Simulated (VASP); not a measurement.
# Cu (Fm-3m) in VASP: further runs, part 2 of 2

VASP 6.6.1.

## (3) Single point, PBE (volume scaled by 0.88)

File INCAR:

```
ALGO     = Fast           # electronic algorithm
EDIFF    = 1E-6           # SCF threshold, eV
ENCUT    = 520            # plane-wave cutoff, eV
GGA      = PE             # functional
ISIF     = 2              # what is computed and relaxed
ISMEAR   = 0              # smearing method
LASPH    = T              # aspherical terms in the spheres
LCHARG   = T              # write CHGCAR
LELF     = T              # ELF
LREAL    = F              # projectors in reciprocal space
LVHAR    = T            
LWAVE    = F              # write WAVECAR
NBANDS   = 12             # bands
NELM     = 60             # most SCF steps
PREC     = Accurate       # precision mode
SIGMA    = 0.1            # smearing width, eV
```

File KPOINTS:

```
k-points
0
Gamma
  20 20 20
```

File POSCAR:

```
Cu
1.0
    0.0000000000      1.7391648076      1.7391648076
    1.7391648076      0.0000000000      1.7391648076
    1.7391648076      1.7391648076      0.0000000000
Cu
1
Direct
    0.0000000000      0.0000000000      0.0000000000
```

Potentials or basis: VASP PAW PBE potentials, release 64 (Cu).

The run is started by

```
cat potpaw_PBE.64/Cu/POTCAR > POTCAR
mpirun -np 1 vasp_std > vasp.out
```

OUTCAR:

```text
EDIFF = 1E-6
   ENCUT = 520
   GGA = PE
   ISIF = 2
   ISMEAR = 0
   LASPH = T
   LREAL = F
   NELM = 60
   PREC = Accurate

 ion  position               nearest neighbor table
   1  0.000  0.000  0.000-

  LATTYP: Found a face centered cubic cell.
 ALAT       =     3.4783296152

  Lattice vectors:

 A1 = (   0.0000000000,   1.7391648076,   1.7391648076)
 A2 = (   1.7391648076,   0.0000000000,   1.7391648076)
 A3 = (   1.7391648076,   1.7391648076,   0.0000000000)

Analysis of symmetry for initial positions (statically):
=====================================================================
 Subroutine PRICEL returns:
 Original cell was already a primitive cell.

 Routine SETGRP: Setting up the symmetry group for a
 face centered cubic supercell.

 Subroutine GETGRP returns: Found 48 space group operations
 (whereof 48 operations were pure point group operations)
 out of a pool of 48 trial point group operations.

The static configuration has the point symmetry O_h .

Analysis of symmetry for dynamics (positions and initial velocities):
=====================================================================
 Subroutine PRICEL returns:
 Original cell was already a primitive cell.

 Routine SETGRP: Setting up the symmetry group for a
 face centered cubic supercell.

 Subroutine GETGRP returns: Found 48 space group operations
 (whereof 48 operations were pure point group operations)
 out of a pool of 48 trial point group operations.

The dynamic configuration has the point symmetry O_h .

 Subroutine INISYM returns: Found 48 space group operations
 (whereof 48 operations are pure point group operations),
 and found     1 'primitive' translations

----------------------------------------------------------------------------------------

                                     Primitive cell

  volume of cell :      10.5209

  direct lattice vectors                    reciprocal lattice vectors
     0.000000000  1.739164808  1.739164808    -0.287494318  0.287494318  0.287494318
     1.739164808  0.000000000  1.739164808     0.287494318 -0.287494318  0.287494318
     1.739164808  1.739164808  0.000000000     0.287494318  0.287494318 -0.287494318

  length of vectors
     2.459550458  2.459550458  2.459550458     0.497954765  0.497954765  0.497954765

  position of ions in fractional coordinates (direct lattice)
     0.000000000  0.000000000  0.000000000

  ion indices of the primitive-cell ions
   primitive index   ion index
                 1           1

----------------------------------------------------------------------------------------

 KPOINTS: k-points

Automatic generation of k-mesh.
 Grid dimensions read from file:
 generate k-points for:   20   20   20

 Generating k-lattice:

  Cartesian coordinates                     Fractional coordinates (reciprocal lattice)
    -0.014374716  0.014374716  0.014374716     0.050000000  0.000000000  0.000000000
     0.014374716 -0.014374716  0.014374716     0.000000000  0.050000000  0.000000000
     0.014374716  0.014374716 -0.014374716     0.000000000  0.000000000  0.050000000

  Length of vectors
     0.024897738  0.024897738  0.024897738

  Shift w.r.t. Gamma in fractional coordinates (k-lattice)
     0.000000000  0.000000000  0.000000000

 Subroutine IBZKPT returns following result:
 ===========================================

 Found    256 irreducible k-points:

 Following reciprocal coordinates:
            Coordinates               Weight
  0.000000  0.000000  0.000000      1.000000
  0.050000  0.000000  0.000000      8.000000
  0.100000  0.000000  0.000000      8.000000
  0.150000  0.000000  0.000000      8.000000
  0.200000  0.000000  0.000000      8.000000
  0.250000  0.000000  0.000000      8.000000
[... 16 lines left out ...]
 -0.400000  0.050000  0.000000     24.000000
 -0.350000  0.050000  0.000000     24.000000
 [... further k-points ...]
   k-points           NKPTS =    256   k-points in BZ     NKDIM =    256   number of bands    NBANDS=     12
   number of dos      NEDOS =    301   number of ions     NIONS =      1
   total plane-waves  NPLWV =   5832
   dimension x,y,z NGX =    18 NGY =   18 NGZ =   18
   dimension x,y,z NGXF=    36 NGYF=   36 NGZF=   36
   ions per type =               1
   NGX,Y,Z   is equivalent  to a cutoff of  12.17, 12.17, 12.17 a.u.
   NGXF,Y,Z  is equivalent  to a cutoff of  24.33, 24.33, 24.33 a.u.
 SYSTEM =  unknown system
   PREC   = accura    normal or accurate (medium, high low for compatibility)
   ISTART =      0    job   : 0-new  1-cont  2-samecut
   ICHARG =      2    charge: 1-file 2-atom 10-const
   ISPIN  =      1    spin polarized calculation?
   LNONCOLLINEAR =      F non collinear calculations
   LSORBIT =      F    spin-orbit coupling
   LASPH  =      T    aspherical Exc in radial PAW
   ENCUT  =  520.0 eV  38.22 Ry    6.18 a.u.   4.57  4.57  4.57*2*pi/ulx,y,z
   NELM   =     60;   NELMIN=  2; NELMDL= -5     # of ELM steps
   EDIFF  = 0.1E-05   stopping-criterion for ELM
   LREAL  =      F    real-space projection
   EDIFFG = 0.1E-04   stopping-criterion for IOM
   NSW    =      0    number of steps for IOM
   IBRION =     -1    ionic relax: 0-MD 1-quasi-New 2-CG
   NFREE  =      0    steps in history (QN), initial steepest desc. (CG)
   ISIF   =      2    stress and relaxation
   ISYM   =      2    0-nonsym 1-usesym 2-fastsym
   POTIM  = 0.5000    time-step for ionic-motion
   TEBEG  =    0.0;   TEEND  =   0.0 temperature during run
   PSTRESS=    0.0 pullay stress
   NELECT =      11.0000    total number of electrons
   NUPDOWN=      -1.0000    fix difference up-down
   EMIN   =  10.00;   EMAX   =-10.00  energy-range for DOS
   EFERMI =   0.00;   METHOD = LEGACY
   ISMEAR =     0;   SIGMA  =   0.10  broadening in eV -4-tet -1-fermi 0-gaus
   EFERMI_NEDOS =   21; number of points for ismear=-14 and -15
   IALGO  =     68    algorithm
   IMIX   =      4    mixing-type and parameters
     AMIX     =   0.40;   BMIX     =  1.00
     AMIX_MAG =   1.60;   BMIX_MAG =  1.00
  volume/ion in A,a.u.               =      10.52        71.00
  Fermi-wavevector in a.u.,A,eV,Ry     =   1.661582  3.139934 37.563688  2.760853
  Thomas-Fermi vector in A             =   2.748620
   LORBIT       =      0    0 simple, 1 ext, 2 COOP (PROOUT), +10 PAW based schemes
   GGA     = PE    functional components
   LHFCALC =     F    Hartree Fock is set to
   AEXX    =    0.0000 exact exchange contribution
   IVDW    =     0    specifies the selected vdW correction
   LEPSILON=     F    determine dielectric tensor
   LRPA    =     F    only Hartree local field effects (RPA)
 non-spin polarized calculation
 RMM-DIIS sequential band-by-band and
 Gauss-broadening in eV      SIGMA  =   0.10
  energy-cutoff  :      520.00
  volume of cell :       10.52
 maximum number of plane-waves:       296
   NGX =  9   NGY =  9   NGZ =  9

 number of electron      10.9999989 magnetization

 Free energy of the ion-electron system (eV)
  ---------------------------------------------------
  ext. energy  EPLUGINS =         0.00000000
  ---------------------------------------------------
  free energy    TOTEN  =        -3.62588882 eV

  energy without entropy =       -3.62466161  energy(sigma->0) =       -3.62527522

 E-fermi :   9.1041     XC(G=0): -13.4115

 val. band max:        9.0703930877   @ k =  -0.4500   0.1000   0.0000
 cond. band min:       9.1265947967   @ k =   0.5000   0.2500   0.1000
 fundamental gap:      0.0562017090
 Fermi energy:         9.1040749800

 k-point     1 :       0.0000    0.0000    0.0000
  band No.  band energies     occupation
      1      -1.1587      2.00000
      2       5.7023      2.00000
      3       5.7023      2.00000
      4       5.7023      2.00000
      5       6.6861      2.00000
      6       6.6861      2.00000
      7      32.6199      0.00000
      8      36.1864      0.00000
      9      36.1864      0.00000
     10      36.1864      0.00000
     11      38.8370      0.00000
     12      38.8370      0.00000
[... 331 lines left out ...]
 k-point    24 :      -0.3500    0.0500    0.0000
  band No.  band energies     occupation
      1       2.8870      2.00000
      2       5.7286      2.00000
      3       5.7770      2.00000
      4       5.8865      2.00000
      5       7.0596      2.00000
      6       7.3844      2.00000
      7      17.1180      0.00000
      8      30.2106      0.00000
      9      32.6374      0.00000
     10      34.2629      0.00000
     11      36.2922      0.00000
     12      38.2208      0.00000

 [... further k-points ...]

------------------------ aborting loop because EDIFF is reached ----------------------------------------

  FORCE on cell =-STRESS in cart. coord.  units (eV):
  Direction    XX          YY          ZZ          XY          YZ          ZX
  --------------------------------------------------------------------------------------
  -------------------------------------------------------------------------------------
  Total        1.6813602      1.6813602      1.6813602      0.0000000     -0.0000000     -0.0000000
  in kB      256.0466675    256.0466675    256.0466675      0.0000000     -0.0000000     -0.0000000
  external PRESSURE =     256.0466675 kB  Pullay stress =       0.0000000 kB

 VOLUME and BASIS-vectors are now :
 -----------------------------------------------------------------------------
  energy-cutoff  :      520.00
  volume of cell :       10.52
      direct lattice vectors                 reciprocal lattice vectors
     0.000000000  1.739164808  1.739164808    -0.287494318  0.287494318  0.287494318
     1.739164808  0.000000000  1.739164808     0.287494318 -0.287494318  0.287494318
     1.739164808  1.739164808  0.000000000     0.287494318  0.287494318 -0.287494318

 POSITION                                       TOTAL-FORCE (eV/Angst)
 -----------------------------------------------------------------------------------
      0.00000      0.00000      0.00000         0.000000      0.000000      0.000000
 -----------------------------------------------------------------------------------
    total drift:                               -0.000000     -0.000000      0.000000

  FREE ENERGIE OF THE ION-ELECTRON SYSTEM (eV)
  ---------------------------------------------------
  free  energy   TOTEN  =        -3.6258888240 eV

  energy  without entropy=       -3.6246616080  energy(sigma->0) =       -3.62527522
```

Wall time 38 s (1 thread of Intel Xeon Platinum 8259CL at 2.50GHz (Skylake/Cascade Lake), shared host); peak memory 0.14 GiB.

Results:

| Property | Result |
| --- | --- |
| Free energy | -3.6259 eV |
| Pressure | 25.6 GPa |

## (4) Single point, PBE (volume scaled by 0.91)

File INCAR:

```
SYSTEM = Cu
ALGO = Normal
EDIFF = 1E-6
ENCUT = 520
GGA = PE
ISIF = 2
ISMEAR = 0
LASPH = .TRUE.
LCHARG = .TRUE.
LELF = .TRUE.
LREAL = .FALSE.
LVHAR = .TRUE.
LWAVE = .FALSE.
NBANDS = 12
NELM = 100
PREC = Accurate
SIGMA = 0.1
```

File KPOINTS:

```
k-points
0
G
  20 20 20
  0 0 0
```

File POSCAR:

```
Cu
1.0
    0.0000000000      1.7587076210      1.7587076210
    1.7587076210      0.0000000000      1.7587076210
    1.7587076210      1.7587076210      0.0000000000
Cu
1
Direct
    0.0000000000      0.0000000000      0.0000000000
```

The run is started by

```
cat potpaw_PBE.64/Cu/POTCAR > POTCAR
mpirun -np 1 vasp_std > vasp.out
```

Run time: 32 s. Hardware: 1 thread of Intel Xeon Platinum 8259CL at 2.50GHz (Skylake/Cascade Lake), shared host; peak memory 0.14 GiB.

Results (log left out):

```yaml
Free_energy: -3.6737 eV
Pressure: 17.4 GPa
```

Levels at points of the mesh, in eV from the Fermi level:
```
           k point  band 2  band 3  band 4  band 5  band 6  band 7  band 8  band 9  band 10  band 11
(0.00, 0.00, 0.00)   -3.28   -3.28   -3.28   -2.34   -2.34   23.26   26.56   26.56    26.56    29.15
(0.50, 0.00, 0.00)   -3.32   -3.32   -1.70   -1.70   -1.23    4.21   21.72   23.40    23.40    26.30
(0.50, 0.50, 0.00)   -4.86   -1.72   -1.54   -1.54    1.45    7.72   13.75   13.75    18.46    21.68
```

## (5) The runs side by side

```csv
task,cell,cutoff (eV),gap on the mesh (eV),pressure (GPa)
relaxation of cell and atoms,"relaxed from a = 2.556 Å, angles 60.0°, 1 atom",600,none,0.0
single point,"a = 2.460 Å, angles 60.0°, 1 atom",520,none,25.6
single point,"a = 2.487 Å, angles 60.0°, 1 atom",520,none,17.4
```

Alike in all rows: level PBE; potentials or basis VASP PAW PBE potentials, release 64 (Cu); no spin polarisation; k mesh 20 × 20 × 20; smearing gaussian 0.1 eV.

Absolute energies hang on the potentials; compare differences alone.
